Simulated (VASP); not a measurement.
# NaI (P2/m) in VASP: a series of runs

NaI is run at these levels: PBE+D3(BJ); tasks: single point.

All numbers are computed with VASP 6.6.1; they aren't measurements. Logs are shortened: lines on timing, memory, paths and dates and some standing lists are left out, and cuts for length are marked.

**1. The cell of the first run**

Symmetry: P2/m, No. 10, monoclinic system. Conventional cell: a = 3.755 Å, b = 4.102 Å, c = 4.535 Å, α = 90.00°, β = 110.04°, γ = 90.00°. Within 4.2 Å of Na (site symmetry 2/m) lie 8 I at 3.16 to 3.97 Å and 4 Na at 3.76 to 4.10 Å. I (site symmetry 2/m) has 8 Na at 3.16 to 3.97 Å and 4 I at 3.75 to 4.10 Å within 4.2 Å.

**2. Single point, PBE+D3(BJ) (engineering shear strain xz -0.2000, normal strain along z +0.0000)**

Input file INCAR:

```
  PREC = Accurate
  ENCUT = 520
  EDIFF = 1E-6
  ISMEAR = 0
  SIGMA = 0.05
  LREAL = False
  LASPH = True
  NELM = 60
  ALGO = Normal
  ISIF = 2
  LWAVE = False
  LCHARG = False
  GGA = PE
  IVDW = 12
  NBANDS = 22
```

Input file KPOINTS:

```
regular mesh
0
Gamma
  6 8 4
```

Input file POSCAR:

```
NaI
1.0
    4.7722534545      0.0000000000     -0.4772253455
    0.0000000000      4.1018944388      0.0000000000
   -0.6773778383      0.0000000000      6.7737783826
Na I
2 2
Direct
    0.2500000000      0.5000000000      0.2499880837
    0.7500000000      0.5000000000      0.7500119163
    0.2500000000      0.0000000000      0.7499134626
    0.7500000000      0.0000000000      0.2500865374
```

Potentials or basis: VASP PAW PBE potentials, release 64 (Na_pv, I).

Launch:

```
> cat potpaw_PBE.64/Na_pv/POTCAR potpaw_PBE.64/I/POTCAR > POTCAR
> mpirun -np 1 vasp_std > vasp.out
```

OUTCAR:

```text
PREC = Accurate
   ENCUT = 520
   EDIFF = 1E-6
   ISMEAR = 0
   LREAL = False
   LASPH = True
   NELM = 60
   ISIF = 2
   GGA = PE
   IVDW = 12
 IVDW          = 12

 ion  position               nearest neighbor table
   1  0.250  0.500  0.250-   4 3.16   4 3.16   4 3.16   4 3.16
   2  0.750  0.500  0.750-   3 3.16   3 3.16   3 3.16   3 3.16
   3  0.250  0.000  0.750-   2 3.16   2 3.16   2 3.16   2 3.16
   4  0.750  0.000  0.250-   1 3.16   1 3.16   1 3.16   1 3.16

  LATTYP: Found a simple monoclinic cell.
 ALAT       =     4.7960553650
 B/A-ratio  =     0.8552641966
 C/A-ratio  =     1.4194087651
 COS(beta)  =    -0.1980198020

  Lattice vectors:

 A1 = (   4.7722534545,   0.0000000000,  -0.4772253455)
 A2 = (   0.0000000000,   4.1018944388,   0.0000000000)
 A3 = (  -0.6773778383,   0.0000000000,   6.7737783826)

Analysis of symmetry for initial positions (statically):
=====================================================================
 Subroutine PRICEL returns:
 Original cell was already a primitive cell.

 Routine SETGRP: Setting up the symmetry group for a
 simple monoclinic supercell.

 Subroutine GETGRP returns: Found  4 space group operations
 (whereof  4 operations were pure point group operations)
 out of a pool of  4 trial point group operations.

The static configuration has the point symmetry C_2h.

Analysis of symmetry for dynamics (positions and initial velocities):
=====================================================================
 Subroutine PRICEL returns:
 Original cell was already a primitive cell.

 Routine SETGRP: Setting up the symmetry group for a
 simple monoclinic supercell.

 Subroutine GETGRP returns: Found  4 space group operations
 (whereof  4 operations were pure point group operations)
 out of a pool of  4 trial point group operations.

The dynamic configuration has the point symmetry C_2h.

 Subroutine INISYM returns: Found  4 space group operations
 (whereof  4 operations are pure point group operations),
 and found     1 'primitive' translations

----------------------------------------------------------------------------------------

                                     Primitive cell

  volume of cell :     131.2726

  direct lattice vectors                    reciprocal lattice vectors
     4.772253455  0.000000000 -0.477225346     0.211661225  0.000000000  0.021166122
     0.000000000  4.101894439  0.000000000     0.000000000  0.243789794  0.000000000
    -0.677377838  0.000000000  6.773778383     0.014911929  0.000000000  0.149119288

  length of vectors
[... 80 lines left out ...]
   ISPIN  =      1    spin polarized calculation?
   LNONCOLLINEAR =      F non collinear calculations
   LSORBIT =      F    spin-orbit coupling
   LASPH  =      T    aspherical Exc in radial PAW
   ENCUT  =  520.0 eV  38.22 Ry    6.18 a.u.   8.92  7.63 12.66*2*pi/ulx,y,z
   NELM   =     60;   NELMIN=  2; NELMDL= -5     # of ELM steps
   EDIFF  = 0.1E-05   stopping-criterion for ELM
   LREAL  =      F    real-space projection
[... 7 lines left out ...]
   TEBEG  =    0.0;   TEEND  =   0.0 temperature during run
   PSTRESS=    0.0 pullay stress
   NELECT =      28.0000    total number of electrons
   NUPDOWN=      -1.0000    fix difference up-down
   EMIN   =  10.00;   EMAX   =-10.00  energy-range for DOS
   EFERMI =   0.00;   METHOD = LEGACY
   ISMEAR =     0;   SIGMA  =   0.05  broadening in eV -4-tet -1-fermi 0-gaus
   EFERMI_NEDOS =   21; number of points for ismear=-14 and -15
   IALGO  =     38    algorithm
   IMIX   =      4    mixing-type and parameters
     AMIX     =   0.40;   BMIX     =  1.00
     AMIX_MAG =   1.60;   BMIX_MAG =  1.00
  volume/ion in A,a.u.               =      32.82       221.47
  Fermi-wavevector in a.u.,A,eV,Ry     =   0.978144  1.848424 13.017587  0.956766
  Thomas-Fermi vector in A             =   2.108897
   LORBIT       =      0    0 simple, 1 ext, 2 COOP (PROOUT), +10 PAW based schemes
   GGA     = PE    functional components
   LHFCALC =     F    Hartree Fock is set to
   AEXX    =    0.0000 exact exchange contribution
   IVDW    =    12    specifies the selected vdW correction
   LEPSILON=     F    determine dielectric tensor
   LRPA    =     F    only Hartree local field effects (RPA)
 non-spin polarized calculation
 Gauss-broadening in eV      SIGMA  =   0.05
  energy-cutoff  :      520.00
  volume of cell :      131.27
 maximum number of plane-waves:      3560
   NGX = 17   NGY = 15   NGZ = 25

 number of electron      28.0000013 magnetization

 Free energy of the ion-electron system (eV)
  ---------------------------------------------------
  ext. energy  EPLUGINS =         0.00000000
  ---------------------------------------------------
  free energy    TOTEN  =        -9.92864250 eV

  energy without entropy =       -9.92864250  energy(sigma->0) =       -9.92864250

 E-fermi :   2.8186     XC(G=0):  -7.8303

 val. band max:        2.5610416600   @ k =   0.0000   0.5000   0.0000
 cond. band min:       4.2418396782   @ k =   0.0000   0.0000   0.0000
 fundamental gap:      1.6807980182
 Fermi energy:         2.8186278569

 k-point     1 :       0.0000    0.0000    0.0000
  band No.  band energies     occupation
      1     -21.6783      2.00000
      2     -21.6624      2.00000
      3     -21.6222      2.00000
      4     -21.6204      2.00000
      5     -21.6157      2.00000
      6     -21.6149      2.00000
[... 589 lines left out ...]
     21       9.7026      0.00000
     22      10.2741      0.00000

 [... further k-points ...]

------------------------ aborting loop because EDIFF is reached ----------------------------------------

 Edisp (eV)   -1.04567

 E8    (eV) :    -0.4841

  FORCE on cell =-STRESS in cart. coord.  units (eV):
  Direction    XX          YY          ZZ          XY          YZ          ZX
  --------------------------------------------------------------------------------------
  -------------------------------------------------------------------------------------
  Total       0.09202    -0.10182     1.44845     0.00000     0.00000     2.89748
  in kB       1.12305    -1.24272    17.67825     0.00000     0.00000    35.36361
  external pressure =        5.85 kB  Pullay stress =        0.00 kB

 VOLUME and BASIS-vectors are now :
 -----------------------------------------------------------------------------
  energy-cutoff  :      520.00
  volume of cell :      131.27
      direct lattice vectors                 reciprocal lattice vectors
     4.772253455  0.000000000 -0.477225346     0.211661225  0.000000000  0.021166122
     0.000000000  4.101894439  0.000000000     0.000000000  0.243789794  0.000000000
    -0.677377838  0.000000000  6.773778383     0.014911929  0.000000000  0.149119288

 POSITION                                       TOTAL-FORCE (eV/Angst)
 -----------------------------------------------------------------------------------
      1.02373      2.05095      1.57406        -0.000037      0.000000      0.000160
      3.07115      2.05095      4.72250         0.000037     -0.000000     -0.000160
      0.68509      0.00000      4.96044         0.001127     -0.000000      0.002117
      3.40979      0.00000      1.33611        -0.001127     -0.000000     -0.002117
 -----------------------------------------------------------------------------------
    total drift:                                0.000000      0.000000     -0.000000

  FREE ENERGIE OF THE ION-ELECTRON SYSTEM (eV)
  ---------------------------------------------------
  free  energy   TOTEN  =       -10.9743113488 eV

  energy  without entropy=      -10.9743113488  energy(sigma->0) =      -10.97431135
```

It took 4.3 min on 1 thread of Intel Xeon 8259CL, shared host; peak memory 0.35 GiB.

What came out:

```yaml
Free_energy: -10.9743 eV
Pressure: 0.6 GPa
Band_gap_on_the_k_mesh: 1.68 eV
Dispersion_energy_per_atom: -0.261 eV
```

Forces in eV/Å, atoms in the order of the input:
```
Na   0.000  0.000  0.000
Na   0.000  0.000  0.000
I    0.001  0.000  0.002
I   -0.001  0.000 -0.002
```

Caveat: the cell differs from its parent crystal (engineering shear strain xz -0.2000, normal strain along z +0.0000); spin-orbit coupling is left out, which moves the levels of the heavy elements. A k mesh can miss the band edges.

**3. Single point, PBE+D3(BJ) (engineering shear strain xz -0.1000, normal strain along z +0.0000)**

Input file INCAR:

```
ALGO = Normal ; EDIFF = 1E-7
ENCUT = 520 ; GGA = PE
ISIF = 2 ; ISMEAR = 0
IVDW = 12 ; LASPH = T
LCHARG = F ; LREAL = F
LWAVE = F ; NBANDS = 22
NELM = 60 ; PREC = Accurate
SIGMA = 0.05
```

Input file KPOINTS:

```
k-points
0
Gamma
  6 8 4
```

POSCAR: that of step 2 with these lines changed.

```diff
@@ -2,5 +2,5 @@
 1.0
-    4.7722534545      0.0000000000     -0.4772253455
+    4.7722534545      0.0000000000     -0.2386126727
     0.0000000000      4.1018944388      0.0000000000
-   -0.6773778383      0.0000000000      6.7737783826
+   -0.3386889191      0.0000000000      6.7737783826
 Na I
```

Potentials or basis: VASP PAW PBE potentials, release 64 (Na_pv, I).

Launch:

```
> cat potpaw_PBE.64/Na_pv/POTCAR potpaw_PBE.64/I/POTCAR > POTCAR
> mpirun -np 1 vasp_std > vasp.out
```

OUTCAR:

```text
EDIFF = 1E-7
   ENCUT = 520
   GGA = PE
   ISIF = 2
   ISMEAR = 0
   IVDW = 12
   LASPH = T
   LREAL = F
   NELM = 60
   PREC = Accurate
 IVDW          = 12

 ion  position               nearest neighbor table
   1  0.250  0.500  0.250-   4 3.15   4 3.15   4 3.15   4 3.15
   2  0.750  0.500  0.750-   3 3.15   3 3.15   3 3.15   3 3.15
   3  0.250  0.000  0.750-   2 3.15   2 3.15   2 3.15   2 3.15
   4  0.750  0.000  0.250-   1 3.15   1 3.15   1 3.15   1 3.15

  LATTYP: Found a simple monoclinic cell.
 ALAT       =     4.7782150476
 B/A-ratio  =     0.8584574779
 C/A-ratio  =     1.4194087651
 COS(beta)  =    -0.0997506234

  Lattice vectors:

 A1 = (   4.7722534545,   0.0000000000,  -0.2386126727)
 A2 = (   0.0000000000,   4.1018944388,   0.0000000000)
 A3 = (  -0.3386889191,   0.0000000000,   6.7737783826)

Analysis of symmetry for initial positions (statically):
=====================================================================
 Subroutine PRICEL returns:
 Original cell was already a primitive cell.

 Routine SETGRP: Setting up the symmetry group for a
 simple monoclinic supercell.

 Subroutine GETGRP returns: Found  4 space group operations
 (whereof  4 operations were pure point group operations)
 out of a pool of  4 trial point group operations.

The static configuration has the point symmetry C_2h.

Analysis of symmetry for dynamics (positions and initial velocities):
=====================================================================
 Subroutine PRICEL returns:
 Original cell was already a primitive cell.

 Routine SETGRP: Setting up the symmetry group for a
 simple monoclinic supercell.

 Subroutine GETGRP returns: Found  4 space group operations
 (whereof  4 operations were pure point group operations)
[... 120 lines left out ...]
   EFERMI =   0.00;   METHOD = LEGACY
   ISMEAR =     0;   SIGMA  =   0.05  broadening in eV -4-tet -1-fermi 0-gaus
   EFERMI_NEDOS =   21; number of points for ismear=-14 and -15
   IALGO  =     38    algorithm
   IMIX   =      4    mixing-type and parameters
     AMIX     =   0.40;   BMIX     =  1.00
     AMIX_MAG =   1.60;   BMIX_MAG =  1.00
  volume/ion in A,a.u.               =      33.07       223.15
  Fermi-wavevector in a.u.,A,eV,Ry     =   0.975686  1.843780 12.952254  0.951964
  Thomas-Fermi vector in A             =   2.106246
   LORBIT       =      0    0 simple, 1 ext, 2 COOP (PROOUT), +10 PAW based schemes
   GGA     = PE    functional components
   LHFCALC =     F    Hartree Fock is set to
   AEXX    =    0.0000 exact exchange contribution
   IVDW    =    12    specifies the selected vdW correction
   LEPSILON=     F    determine dielectric tensor
   LRPA    =     F    only Hartree local field effects (RPA)
 non-spin polarized calculation
 Gauss-broadening in eV      SIGMA  =   0.05
  energy-cutoff  :      520.00
  volume of cell :      132.27
 maximum number of plane-waves:      3584
   NGX = 17   NGY = 15   NGZ = 25

 number of electron      27.9999992 magnetization

 Free energy of the ion-electron system (eV)
  ---------------------------------------------------
  ext. energy  EPLUGINS =         0.00000000
  ---------------------------------------------------
  free energy    TOTEN  =       -10.15182151 eV

  energy without entropy =      -10.15182151  energy(sigma->0) =      -10.15182151

 E-fermi :   2.3633     XC(G=0):  -7.8039

 val. band max:        2.0807847700   @ k =   0.0000   0.5000   0.0000
 cond. band min:       4.3352537088   @ k =   0.0000   0.0000   0.0000
 fundamental gap:      2.2544689387
 Fermi energy:         2.3633432113

 k-point     1 :       0.0000    0.0000    0.0000
  band No.  band energies     occupation
      1     -21.6720      2.00000
      2     -21.6625      2.00000
      3     -21.6275      2.00000
      4     -21.6263      2.00000
      5     -21.6263      2.00000
      6     -21.6239      2.00000
[... 589 lines left out ...]
     21       9.7861      0.00000
     22      10.0689      0.00000

 [... further k-points ...]

------------------------ aborting loop because EDIFF is reached ----------------------------------------

 Edisp (eV)   -1.03839

 E8    (eV) :    -0.4810

  FORCE on cell =-STRESS in cart. coord.  units (eV):
  Direction    XX          YY          ZZ          XY          YZ          ZX
  --------------------------------------------------------------------------------------
  -------------------------------------------------------------------------------------
  Total       0.03893    -0.02479     0.34011     0.00000     0.00000     1.36427
  in kB       0.47161    -0.30030     4.11979     0.00000     0.00000    16.52561
  external pressure =        1.43 kB  Pullay stress =        0.00 kB

 VOLUME and BASIS-vectors are now :
 -----------------------------------------------------------------------------
  energy-cutoff  :      520.00
  volume of cell :      132.27
      direct lattice vectors                 reciprocal lattice vectors
     4.772253455  0.000000000 -0.238612673     0.210069787  0.000000000  0.010503489
     0.000000000  4.101894439  0.000000000     0.000000000  0.243789794  0.000000000
    -0.338688919  0.000000000  6.773778383     0.007399905  0.000000000  0.147998090

 POSITION                                       TOTAL-FORCE (eV/Angst)
 -----------------------------------------------------------------------------------
      1.10840      2.05095      1.63371        -0.000019      0.000000      0.000130
      3.32517      2.05095      4.90146         0.000019     -0.000000     -0.000130
      0.93908      0.00000      5.02009         0.000479     -0.000000      0.001627
      3.49449      0.00000      1.51507        -0.000479     -0.000000     -0.001627
 -----------------------------------------------------------------------------------
    total drift:                                0.000000      0.000000     -0.000000

  FREE ENERGIE OF THE ION-ELECTRON SYSTEM (eV)
  ---------------------------------------------------
  free  energy   TOTEN  =       -11.1902091403 eV

  energy  without entropy=      -11.1902091403  energy(sigma->0) =      -11.19020914
```

OSZICAR:

```text
N       E                     dE             d eps       ncg     rms          rms(c)
DAV:   1     0.221069272502E+03    0.22107E+03   -0.12909E+04  3088   0.118E+03
DAV:   2     0.101660679052E+02   -0.21090E+03   -0.20083E+03  3380   0.293E+02
DAV:   3    -0.971818955493E+01   -0.19884E+02   -0.19712E+02  3808   0.954E+01
DAV:   4    -0.103669165326E+02   -0.64873E+00   -0.64819E+00  3880   0.175E+01
DAV:   5    -0.103870843940E+02   -0.20168E-01   -0.20167E-01  4132   0.298E+00    0.267E+00
DAV:   6    -0.101922139795E+02    0.19487E+00   -0.22904E-01  3588   0.227E+00    0.180E+00
DAV:   7    -0.101480102325E+02    0.44204E-01   -0.22372E-01  3804   0.206E+00    0.929E-01
DAV:   8    -0.101519202661E+02   -0.39100E-02   -0.17309E-02  3374   0.893E-01    0.315E-01
DAV:   9    -0.101516719427E+02    0.24832E-03   -0.68867E-04  3692   0.202E-01    0.717E-02
DAV:  10    -0.101518167215E+02   -0.14478E-03   -0.29271E-04  3452   0.129E-01    0.140E-02
DAV:  11    -0.101518191282E+02   -0.24066E-05   -0.25923E-05  3658   0.396E-02    0.329E-03
DAV:  12    -0.101518212975E+02   -0.21693E-05   -0.27691E-06  3582   0.115E-02    0.188E-03
DAV:  13    -0.101518215176E+02   -0.22006E-06   -0.14690E-07  3260   0.225E-03    0.516E-04
DAV:  14    -0.101518215108E+02    0.67089E-08   -0.46048E-08  2850   0.164E-03
   1 F= -.11190209E+02 E0= -.11190209E+02  d E =-.198444E-17
```

stdout:

```text
POSCAR found type information on POSCAR NaI
 POSCAR found :  2 types and       4 ions
 scaLAPACK will be used
 LDA part: xc-table for (Slater+PW92), standard interpolation
 POSCAR, INCAR and KPOINTS ok, starting setup
 FFT: planning ... GRIDC
 FFT: planning ... GRID_SOFT
 FFT: planning ... GRID
 WAVECAR not read
 entering main loop
```

Wall time 4.5 min (1 thread of Intel Xeon 8259CL, shared host); peak memory 0.35 GiB.

What came out:

- Free energy: -11.1902 eV
- Pressure: 0.1 GPa
- Band gap on the k mesh: 2.25 eV
- Dispersion energy per atom: -0.260 eV

Caveat: the cell differs from its parent crystal (engineering shear strain xz -0.1000, normal strain along z +0.0000); spin-orbit coupling is left out, which moves the levels of the heavy elements. A k mesh can miss the band edges.
